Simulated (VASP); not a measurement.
Li4BiPb, 6 atoms in the cell. The structure is cubic, space group F-43m (No. 216). The conventional cell has a = 8.006 Å, b = 8.006 Å, c = 8.006 Å, α = 90.00°, β = 90.00°, γ = 90.00°. Within 3.7 Å of Li (site symmetry 3m) lie 6 Li at 2.82 to 2.84 Å and 3 Pb at 3.32 Å and 3 Bi at 3.32 Å. Within 4.4 Å of Bi (site symmetry -43m) lie 12 Li at 3.32 Å and 4 Pb at 3.47 Å. Pb (site symmetry -43m) has 12 Li at 3.32 Å and 4 Bi at 3.47 Å within 4.4 Å. 

- Program: VASP 6.6.1
- Task: single point
- Functional: PBE
- Potentials or basis: VASP PAW PBE potentials, release 64 (Li_sv, Bi_d, Pb_d)
- Cutoff: 520 eV
- k mesh: 4 × 4 × 4
- Occupations: gaussian, width 0.1 eV
- Spin: no spin polarisation
- Dipole correction: no
- Further INCAR settings: ALGO = Normal; EDIFF = 1e-07; NBANDS = 30

Potentials or basis: VASP PAW PBE potentials, release 64 (Li_sv, Bi_d, Pb_d).

The run is started by

```sh
$ cat potpaw_PBE.64/Li_sv/POTCAR potpaw_PBE.64/Bi_d/POTCAR potpaw_PBE.64/Pb_d/POTCAR > POTCAR
$ mpirun -np 1 vasp_std > vasp.out
```

Hardware: 1 thread of Intel(R) Xeon(R) Platinum 8559C (Emerald Rapids), on a shared host.

Estimate the wall time of this run.

Wall time 30 s on 1 thread of Intel(R) Xeon(R) Platinum 8559C (Emerald Rapids), on a shared host, peak memory 0.26 GiB. Counts: scf iterations 14, k points 8.
